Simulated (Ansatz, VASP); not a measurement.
This is a calculation of HgTe for VASP 6.6.1.

File INCAR:

```
ALGO     = Normal         # electronic algorithm
EDIFF    = 1E-6           # SCF threshold, eV
ENCUT    = 520            # plane-wave cutoff, eV
GGA      = PS             # functional
ISIF     = 2              # what is computed and relaxed
ISMEAR   = -1             # smearing method
LASPH    = T              # aspherical terms in the spheres
LCHARG   = F              # write CHGCAR
LREAL    = F              # projectors in reciprocal space
LWAVE    = F              # write WAVECAR
NBANDS   = 16             # bands
NELM     = 80             # most SCF steps
PREC     = Accurate       # precision mode
SIGMA    = 0.05           # smearing width, eV
```

Contents of KPOINTS:

```
k-points
0
Gamma
  7 7 7
```

The input POSCAR:

```
HgTe
1.0
    0.0000000000      3.1929255244      3.1929255244
    3.1929255244      0.0000000000      3.1929255244
    3.1929255244      3.1929255244      0.0000000000
Hg Te
1 1
Direct
    0.0000000000      0.0000000000      0.0000000000
    0.7500000000      0.7500000000      0.7500000000
```

Potentials or basis: VASP PAW PBE potentials, release 64 (Hg, Te).

The run is started by

```sh
$ cat potpaw_PBE.64/Hg/POTCAR potpaw_PBE.64/Te/POTCAR > POTCAR
$ mpirun -np 1 vasp_std > vasp.out
```

Question: Translate it to Ansatz 0.2.0. Potentials there: all-electron LAPW, scalar-relativistic.

Answer: As run (the cutoff follows the program's own potentials):

input.yaml

```yaml
crystal:
  lattice:
    - [0.0, 3.1929255244, 3.1929255244]
    - [3.1929255244, 0.0, 3.1929255244]
    - [3.1929255244, 3.1929255244, 0.0]
  atoms:
    - { symbol: Hg, position: [0.0, 0.0, 0.0] }
    - { symbol: Te, position: [0.75, 0.75, 0.75] }
kpoints:
  mp_grid: { grid: [7, 7, 7] }
scf:
  occupations: { method: fermi_dirac, width: 0.05 }
hamiltonian:
  xc: pbesol
  pseudopotentials: { kind: all_electron, lapw: { basis_error: 0.0005 } }
output:
  forces: true
  stress: true
  eigenvalues: true
```

Potentials or basis: all-electron LAPW, scalar-relativistic.

Launch:

```bash
$ ansatz run input.yaml --threads 1 --pin off --max-ram 3072MiB --backend cpu --events-out ev --progress --plain --runs-dir out
```

Both were run:

|  | VASP | Ansatz | Ansatz less VASP |
| --- | --- | --- | --- |
| gap on the k mesh at the Fermi level (eV) | none | none | - |
| pressure (GPa) | 3.0 | 2.9 | -0.13 |

VASP's potentials were made for PBE, not for PBEsol. A gap of «none» marks a metal or a gap that the smearing closes. Ansatz ran all-electron here, and VASP with PAW potentials.

Spin-orbit coupling is off throughout.
